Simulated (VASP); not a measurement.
## WSe2: single point with PBE

**The experiment to reproduce.**

“Time-resolved XUV ARPES with tunable 24–33 eV laser pulses at 30 meV resolution”, 2019, pmc:6684652 reports, for a bulk crystal of WSe2: band gap 1.3 eV (indirect).

Crystal: WSe2.

```
W Se
1.0
    -3.32069    0.00000    0.00000
    -1.66035   -2.87581    0.00000
     0.00000    0.00000   15.25733
W Se
2 4
Direct
  0.33333 0.33333 0.25000
  0.66667 0.66667 0.75000
  0.33333 0.33333 0.64002
  0.66667 0.66667 0.14002
  0.33333 0.33333 0.85998
  0.66667 0.66667 0.35998
```

```yaml
Program: VASP 6.6.1
Task: single point
Functional: PBE
Potentials_or_basis: VASP PAW PBE potentials, release 64 (W_sv, Se)
Cutoff: 520 eV
k_mesh: 9 × 9 × 2
Occupations: gaussian, width 0.05 eV
Spin: no spin polarisation
Dipole_correction: no
Further_INCAR_settings: ALGO = Normal; EDIFF = 1e-06; NBANDS = 35
```

- Pressure: 0.3 GPa
- Largest force: 0.049 eV/Å
- Band gap on the k mesh: 1.52 eV

Forces on the atoms (eV/Å):
```
W    0.000  0.000  0.000
W    0.000  0.000  0.000
Se   0.000  0.000 -0.049
Se   0.000  0.000 -0.049
Se   0.000  0.000  0.049
Se   0.000  0.000  0.049
```

Stress tensor (GPa, compression positive):
```
0.23 0.00 0.00
0.00 0.23 0.00
0.00 0.00 0.34
```

Levels at points of the mesh, in eV from the valence-band top:
```tsv
k point	band 22	band 23	band 24	band 25	band 26	band 27	band 28	band 29	band 30	band 31
(0.00, 0.00, 0.00)	-1.26	-1.25	-1.25	-0.55	-0.10	2.87	2.87	2.88	2.88	3.04
(0.00, 0.00, 0.50)	-1.26	-1.26	-1.26	-0.27	-0.27	2.88	2.88	2.88	2.88	3.05
```

Wall time 4.7 min on 1 thread of Intel Xeon 8259CL, with other jobs on the host, peak memory 0.34 GiB.

Measured gap of WSe2: 1.3 eV (indirect; “Time-resolved XUV ARPES with tunable 24–33 eV laser pulses at 30 meV resolution”, 2019, pmc:6684652). This calculation gives 1.52 eV (+0.22 eV). Spin-orbit coupling on Se, W is left out. The value is that of PBE on a finite k mesh, which can miss the band edges, without temperature or zero-point motion.

Caveat: spin-orbit coupling is left out, which moves the levels of the heavy elements; an odd mesh through Γ misses points on the zone boundary, where band edges can lie; this functional lacks dispersion, which binds the layers, so the pressure and a relaxed spacing across them are unreliable.
